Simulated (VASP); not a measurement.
A run of VASP 6.6.1:

File INCAR:

```
SYSTEM = Au
  ALGO = Normal
  DIPOL = 0.5 0.5 0.500
  EDIFF = 1E-6
  ENCUT = 520
  GGA = PS
  IDIPOL = 3
  ISIF = 2
  ISMEAR = -1
  LASPH = .True.
  LCHARG = .False.
  LDIPOL = .True.
  LREAL = .False.
  LWAVE = .False.
  NBANDS = 36
  NELM = 80
  PREC = Accurate
  SIGMA = 0.1
```

File KPOINTS:

```
k-points
0
Gamma
  13 13 1
  0 0 0
```

The input POSCAR:

```
Au
1.0
    2.8875034115      0.0000000000      0.0000000000
    0.0000000000      2.8875034115      0.0000000000
    0.0000000000      0.0000000000     24.1671000000
Au
5
Direct
    0.0000000000      0.0000000000      0.3310286926
    0.5000000000      0.5000000000      0.4155143461
    0.0000000000      0.0000000000      0.5000000000
    0.5000000000      0.5000000000      0.5844856539
    0.0000000000      0.0000000000      0.6689713074
```

Potentials or basis: VASP PAW PBE potentials, release 64 (Au).

Command:

```sh
$ cat potpaw_PBE.64/Au/POTCAR > POTCAR
$ mpirun -np 1 vasp_std > vasp.out
```

Hardware: 1 thread of Intel(R) Xeon(R) 6975P-C (Granite Rapids), with other jobs on the host.

Task: Estimate the wall time of this run.

Result: Wall time 98 s on 1 thread of Intel(R) Xeon(R) 6975P-C (Granite Rapids), with other jobs on the host, peak memory 0.38 GiB. Counts: scf iterations 18, k points 28.
